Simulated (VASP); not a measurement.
A run of VASP 6.6.1:

The input INCAR:

```
PREC = Accurate
ENCUT = 520
EDIFF = 1E-7
ISMEAR = 0
SIGMA = 0.05
LREAL = False
LASPH = True
NELM = 80
ALGO = Normal
ISIF = 2
LWAVE = False
LCHARG = False
GGA = PE
NBANDS = 15
```

The input KPOINTS:

```
regular mesh
0
Gamma
  18 18 10
```

The input POSCAR:

```
Os
1.0
    2.7523260863      0.0000000000      0.0000000000
   -1.3761630431      2.3835843102      0.0000000000
    0.0000000000      0.0000000000      4.3522445897
Os
2
Direct
    0.3333333333      0.6666666667      0.7500000000
    0.6666666667      0.3333333333      0.2500000000
```

Potentials or basis: VASP PAW PBE potentials, release 64 (Os).

Command:

```sh
$ cat potpaw_PBE.64/Os/POTCAR > POTCAR
$ mpirun -np 1 vasp_std > vasp.out
```

Hardware: 1 thread of Oxide Virtual Turin-like Processor, with other jobs on the host.

Q: How long does it take, and how much memory?

A: Run time: 40 s on 1 thread of Oxide Virtual Turin-like Processor (shared host), peak memory 0.16 GiB. Counts: scf iterations 14, k points 222.
